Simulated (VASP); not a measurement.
# Hf: single point with PBE

Hf:

```
Hf
1.0
     2.32652    0.00000    0.00000
    -1.16326    2.01482    0.00000
     0.00000    0.00000    4.02030
Hf
2
Direct
  0.33333 0.66667 0.25000
  0.66667 0.33333 0.75000
```

```
Program                : VASP 6.6.1
Task                   : single point
Functional             : PBE
Potentials or basis    : VASP PAW PBE potentials, release 64 (Hf_pv)
Cutoff                 : 520 eV
k mesh                 : 18 × 18 × 10
Occupations            : fermi-dirac, width 0.08 eV
Spin                   : no spin polarisation
Dipole correction      : no
Further INCAR settings : ALGO = Normal; EDIFF = 1e-07; NBANDS = 17
```

```yaml
Pressure: 420.8 GPa
Band_gap_on_the_k_mesh: zero (band 10 reaches 13.89 eV, above the bottom of band 11 at 11.47 eV)
```

Stress tensor (GPa, compression positive):
```
421.12   0.00   0.00
  0.00 421.12   0.00
  0.00   0.00 420.08
```

Levels at points of the mesh, in eV from the Fermi level:
```tsv
k point	band 8	band 9	band 10	band 11	band 12	band 13
(0.00, 0.00, 0.00)	-6.54	-0.87	0.80	0.80	2.58	2.58
(0.50, 0.00, 0.00)	-6.85	-5.44	0.59	1.60	3.43	4.92
(0.00, 0.00, 0.50)	-5.08	0.84	0.84	0.84	0.84	1.23
(0.50, 0.00, 0.50)	-7.83	-5.28	-5.28	5.50	5.50	8.28
```

It took 79 s on 1 thread of Intel Xeon 8259CL, with other jobs on the host, peak memory 0.18 GiB.

Caveat: spin-orbit coupling is left out, which moves the levels of the heavy elements.
